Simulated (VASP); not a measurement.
# Li4Si (Im-3m) in VASP: density of states with PBE

Aim: the density of states of Li4Si with PBE.

Everything below comes from runs of VASP 6.6.1. Logs are shortened: lines on timing, memory, paths and dates and some standing lists are left out, and cuts for length are marked.

### Step 1. The cell of the first run

Symmetry: Im-3m, No. 229, cubic system. The conventional cell has a = 5.927 Å, b = 5.927 Å, c = 5.927 Å, α = 90.00°, β = 90.00°, γ = 90.00°. Li (site symmetry -3m) has 2 Si at 2.57 Å and 6 Li at 2.96 Å within 3.4 Å. Within 3.4 Å of Si (site symmetry m-3m) lie 8 Li at 2.57 Å.

### Step 2. Density of states, PBE

Contents of POSCAR:

```
Li4Si
1.0
   -2.9632886178      2.9632886178      2.9632886178
    2.9632886178     -2.9632886178      2.9632886178
    2.9632886178      2.9632886178     -2.9632886178
Li Si
4 1
Direct
    0.5000000000      0.5000000000      0.5000000000
    0.0000000000      0.0000000000      0.5000000000
    0.0000000000      0.5000000000      0.0000000000
    0.5000000000      0.0000000000      0.0000000000
    0.0000000000      0.0000000000      0.0000000000
```

Contents of INCAR.step1:

```
SYSTEM = Li4Si
PREC = Accurate
ENCUT = 520
EDIFF = 1E-6
ISMEAR = 0
SIGMA = 0.02
LREAL = .False.
LASPH = .True.
NELM = 100
ALGO = Normal
ISIF = 2
LWAVE = .False.
LCHARG = .True.
GGA = PE
NBANDS = 16
```

Contents of KPOINTS.step1:

```
regular mesh
0
Gamma
  8 8 8
  0 0 0
```

Contents of INCAR.step2:

```
SYSTEM = Li4Si
PREC = Accurate
ENCUT = 520
EDIFF = 1E-6
ISMEAR = -5
SIGMA = 0.02
LREAL = .False.
LASPH = .True.
NELM = 100
ALGO = Normal
ISIF = 2
LWAVE = .False.
LCHARG = .False.
GGA = PE
LORBIT = 11
NEDOS = 2001
ICHARG = 11
```

Contents of KPOINTS.step2:

```
regular mesh
0
Gamma
  12 12 12
  0 0 0
```

Potentials or basis: VASP PAW PBE potentials, release 64 (Li_sv, Si).

Command:

```sh
$ cat potpaw_PBE.64/Li_sv/POTCAR potpaw_PBE.64/Si/POTCAR > POTCAR
$ cp INCAR.step1 INCAR
$ cp KPOINTS.step1 KPOINTS
$ mpirun -np 1 vasp_std > vasp.out
$ cp INCAR.step2 INCAR
$ cp KPOINTS.step2 KPOINTS
$ mpirun -np 1 vasp_std > vasp.out
```

OUTCAR:

```text
SYSTEM = Li4Si
   PREC = Accurate
   ENCUT = 520
   EDIFF = 1E-6
   ISMEAR = -5
   LREAL = .False.
   LASPH = .True.
   NELM = 100
   ISIF = 2
   GGA = PE
   LORBIT = 11
   ICHARG = 11

 ion  position               nearest neighbor table
   1  0.500  0.500  0.500-   5 2.57   5 2.57
   2  0.000  0.000  0.500-   5 2.57   5 2.57
   3  0.000  0.500  0.000-   5 2.57   5 2.57
   4  0.500  0.000  0.000-   5 2.57   5 2.57
   5  0.000  0.000  0.000-   1 2.57   2 2.57   3 2.57   4 2.57   2 2.57   3 2.57   4 2.57   1 2.57

  LATTYP: Found a body centered cubic cell.
 ALAT       =     5.9265772356

  Lattice vectors:

 A1 = (  -2.9632886178,   2.9632886178,   2.9632886178)
 A2 = (   2.9632886178,  -2.9632886178,   2.9632886178)
 A3 = (   2.9632886178,   2.9632886178,  -2.9632886178)

Analysis of symmetry for initial positions (statically):
=====================================================================
 Subroutine PRICEL returns:
 Original cell was already a primitive cell.

 Routine SETGRP: Setting up the symmetry group for a
 body centered cubic supercell.

 Subroutine GETGRP returns: Found 48 space group operations
 (whereof 48 operations were pure point group operations)
 out of a pool of 48 trial point group operations.

The static configuration has the point symmetry O_h .

Analysis of symmetry for dynamics (positions and initial velocities):
=====================================================================
 Subroutine PRICEL returns:
 Original cell was already a primitive cell.

 Routine SETGRP: Setting up the symmetry group for a
 body centered cubic supercell.

 Subroutine GETGRP returns: Found 48 space group operations
 (whereof 48 operations were pure point group operations)
 out of a pool of 48 trial point group operations.

The dynamic configuration has the point symmetry O_h .

 Subroutine INISYM returns: Found 48 space group operations
 (whereof 48 operations are pure point group operations),
 and found     1 'primitive' translations

----------------------------------------------------------------------------------------

                                     Primitive cell

  volume of cell :     104.0835

  direct lattice vectors                    reciprocal lattice vectors
    -2.963288618  2.963288618  2.963288618     0.000000000  0.168731455  0.168731455
[... 110 lines left out ...]
   EFERMI_NEDOS =   21; number of points for ismear=-14 and -15
   IALGO  =     38    algorithm
   IMIX   =      4    mixing-type and parameters
     AMIX     =   0.40;   BMIX     =  1.00
     AMIX_MAG =   1.60;   BMIX_MAG =  1.00
  volume/ion in A,a.u.               =      20.82       140.48
  Fermi-wavevector in a.u.,A,eV,Ry     =   0.876976  1.657244 10.464055  0.769086
  Thomas-Fermi vector in A             =   1.996860
   LORBIT       =     11    0 simple, 1 ext, 2 COOP (PROOUT), +10 PAW based schemes
   GGA     = PE    functional components
   LHFCALC =     F    Hartree Fock is set to
   AEXX    =    0.0000 exact exchange contribution
   IVDW    =     0    specifies the selected vdW correction
   LEPSILON=     F    determine dielectric tensor
   LRPA    =     F    only Hartree local field effects (RPA)
 non-spin polarized calculation
 Fermi weights with tetrahedron method with Bloechl corrections
  energy-cutoff  :      520.00
  volume of cell :      104.08
 maximum number of plane-waves:      2826
 NGX is ok and might be reduce to    40

 number of electron      16.0000002 magnetization

 Free energy of the ion-electron system (eV)
  ---------------------------------------------------
  ext. energy  EPLUGINS =         0.00000000
  ---------------------------------------------------
  free energy    TOTEN  =       -13.57234863 eV

  energy without entropy =      -13.57234863  energy(sigma->0) =      -13.57234863

 E-fermi :   0.5288     XC(G=0):  -7.2515

 val. band max:        0.5162490920   @ k =  -0.4167  -0.4167   0.1667
 cond. band min:       0.8701141990   @ k =   0.5000   0.5000   0.5000
 fundamental gap:      0.3538651069
 Fermi energy:         0.5288086731

 k-point     1 :       0.0000    0.0000    0.0000
  band No.  band energies     occupation
      1     -45.0117      2.00000
      2     -44.9934      2.00000
      3     -44.9934      2.00000
      4     -44.9934      2.00000
      5      -5.5632      2.00000
      6       0.3940      2.00000
      7       0.3940      2.00000
      8       0.3940      2.00000
      9       1.7439      0.00000
     10       4.3276      0.00000
     11       4.3276      0.00000
     12       4.3276      0.00000
[... 331 lines left out ...]
 k-point    24 :       0.4167    0.0833    0.0833
  band No.  band energies     occupation
      1     -45.0018      2.00000
      2     -45.0018      2.00000
      3     -44.9942      2.00000
      4     -44.9941      2.00000
      5      -5.3114      2.00000
      6      -1.0992      2.00000
      7       0.0838      2.00000
      8       0.1785      2.00000
      9       2.3661      0.00000
     10       3.6290      0.00000
     11       5.0177      0.00000
     12       5.1881      0.00000

 [... further k-points ...]
[... 5 lines left out ...]
  --------------------------------------------------------------------------------------
  -------------------------------------------------------------------------------------
  Total       -0.0249234     -0.0249234     -0.0249234     -0.0000000     -0.0000000      0.0000000
  in kB       -0.3836506     -0.3836506     -0.3836506     -0.0000000     -0.0000000      0.0000000
  external PRESSURE =      -0.3836506 kB  Pullay stress =       0.0000000 kB

 VOLUME and BASIS-vectors are now :
 -----------------------------------------------------------------------------
  energy-cutoff  :      520.00
  volume of cell :      104.08
      direct lattice vectors                 reciprocal lattice vectors
    -2.963288618  2.963288618  2.963288618     0.000000000  0.168731455  0.168731455
     2.963288618 -2.963288618  2.963288618     0.168731455  0.000000000  0.168731455
     2.963288618  2.963288618 -2.963288618     0.168731455  0.168731455  0.000000000

 POSITION                                       TOTAL-FORCE (eV/Angst)
 -----------------------------------------------------------------------------------
      1.48164      1.48164      1.48164        -0.000000      0.000000      0.000000
      1.48164      1.48164     -1.48164         0.000000      0.000000      0.000000
      1.48164     -1.48164      1.48164        -0.000000     -0.000000     -0.000000
     -1.48164      1.48164      1.48164         0.000000     -0.000000     -0.000000
      0.00000      0.00000      0.00000        -0.000000     -0.000000      0.000000
 -----------------------------------------------------------------------------------
    total drift:                                0.000000     -0.000000      0.000000

  FREE ENERGIE OF THE ION-ELECTRON SYSTEM (eV)
  ---------------------------------------------------
  free  energy   TOTEN  =       -13.5723486332 eV

  energy  without entropy=      -13.5723486332  energy(sigma->0) =      -13.57234863

 total charge

# of ion       s       p       d       tot
------------------------------------------
    1        2.031   0.052   0.000   2.083
    2        2.031   0.052   0.000   2.083
    3        2.031   0.052   0.000   2.083
    4        2.031   0.052   0.000   2.083
    5        0.766   0.911   0.000   1.677
--------------------------------------------------
tot          8.889   1.120   0.000  10.009
```

OUTCAR.step1:

```text
SYSTEM = Li4Si
   PREC = Accurate
   ENCUT = 520
   EDIFF = 1E-6
   ISMEAR = 0
   LREAL = .False.
[... 690 lines left out ...]
      1.48164     -1.48164      1.48164         0.000000     -0.000000      0.000000
     -1.48164      1.48164      1.48164         0.000000      0.000000     -0.000000
      0.00000      0.00000      0.00000        -0.000000     -0.000000     -0.000000
 -----------------------------------------------------------------------------------
    total drift:                                0.000000     -0.000000      0.000000

  FREE ENERGIE OF THE ION-ELECTRON SYSTEM (eV)
  ---------------------------------------------------
  free  energy   TOTEN  =       -13.5721076991 eV

  energy  without entropy=      -13.5721076991  energy(sigma->0) =      -13.57210770
```

OSZICAR.step1:

```text
N       E                     dE             d eps       ncg     rms          rms(c)
DAV:   1     0.632675969014E+02    0.63268E+02   -0.66646E+03   928   0.937E+02
DAV:   2     0.708530061315E+00   -0.62559E+02   -0.57278E+02  1104   0.224E+02
DAV:   3    -0.140581212569E+02   -0.14767E+02   -0.14579E+02  1824   0.506E+01
DAV:   4    -0.146387734664E+02   -0.58065E+00   -0.58033E+00  1248   0.185E+01
DAV:   5    -0.146808484618E+02   -0.42075E-01   -0.42073E-01  1600   0.325E+00    0.401E+00
DAV:   6    -0.136387580789E+02    0.10421E+01   -0.12968E+00  1072   0.380E+00    0.197E+00
DAV:   7    -0.135699747390E+02    0.68783E-01   -0.35166E-01  1336   0.190E+00    0.107E+00
DAV:   8    -0.135738051463E+02   -0.38304E-02   -0.59059E-02  1208   0.102E+00    0.418E-01
DAV:   9    -0.135718558684E+02    0.19493E-02   -0.54377E-03  1256   0.270E-01    0.284E-01
DAV:  10    -0.135721156227E+02   -0.25975E-03   -0.77886E-04  1384   0.139E-01    0.775E-02
DAV:  11    -0.135721070462E+02    0.85765E-05   -0.60123E-05  1344   0.453E-02    0.155E-02
DAV:  12    -0.135721076991E+02   -0.65288E-06   -0.72242E-06  1272   0.155E-02
   1 F= -.13572108E+02 E0= -.13572108E+02  d E =-.111715E-20
```

Run time: 61 s. Hardware: 1 thread of Intel Xeon Platinum 8488C (Sapphire Rapids), shared host; peak memory 0.26 GiB.

What came out:

- Valence electrons inside the program's atomic spheres: Li 2.08; Si 1.68

Caveat: the cutoff is under 1.25 times the usual one of these potentials, so pressure, stress and relaxed cells hold a basis-set (Pulay) error.
